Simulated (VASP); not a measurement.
## HfN: single point with PBEsol

HfN:

```
CELL_PARAMETERS angstrom
0.00000 2.55301 2.65121
2.55301 0.00000 2.65121
2.55301 2.55301 0.00000
ATOMIC_POSITIONS crystal
Hf 0.00000 0.00000 0.00000
N 0.75000 0.75000 0.75000
```

This cell differs from its parent crystal: strain +0.040 along x and y, +0.080 along z.

* Program: VASP 6.6.1
* Task: single point
* Functional: PBEsol
* Potentials or basis: VASP PAW PBE potentials, release 64 (Hf_pv, N)
* Cutoff: 520 eV
* k mesh: 16 × 16 × 16
* Occupations: gaussian, width 0.15 eV
* Spin: no spin polarisation

* Pressure: -26.4 GPa

Stress tensor (GPa, compression positive):
```
-24.51   0.00   0.00
  0.00 -24.51   0.00
  0.00   0.00 -30.24
```

Levels at points of the mesh, in eV from the Fermi level:
```tsv
k point	band 4	band 5	band 6	band 7	band 8	band 9	band 10	band 11	band 12	band 13
(0.00, 0.00, 0.00)	-15.32	-4.83	-4.73	-4.73	-1.08	1.65	2.02	5.25	5.74	5.74
(0.50, 0.00, 0.00)	-14.52	-5.35	-4.39	-4.20	1.26	2.20	2.27	3.53	4.38	4.39
(0.50, 0.50, 0.00)	-14.24	-6.19	-3.30	-3.30	-1.15	1.67	3.25	3.79	3.79	7.91
(0.50, 0.00, 0.50)	-14.26	-6.08	-3.48	-3.36	-0.96	1.69	3.27	3.78	3.86	8.51
```

Run time: 57 s on 1 thread of Intel(R) Xeon(R) 6975P-C (Granite Rapids), on a shared host, peak memory 0.29 GiB.

Caveat: the cell differs from its parent crystal (strain +0.040 along x and y, +0.080 along z); the PAW data sets were made with another functional, which shifts forces and pressure a little; spin-orbit coupling is left out, which moves the levels of the heavy elements.
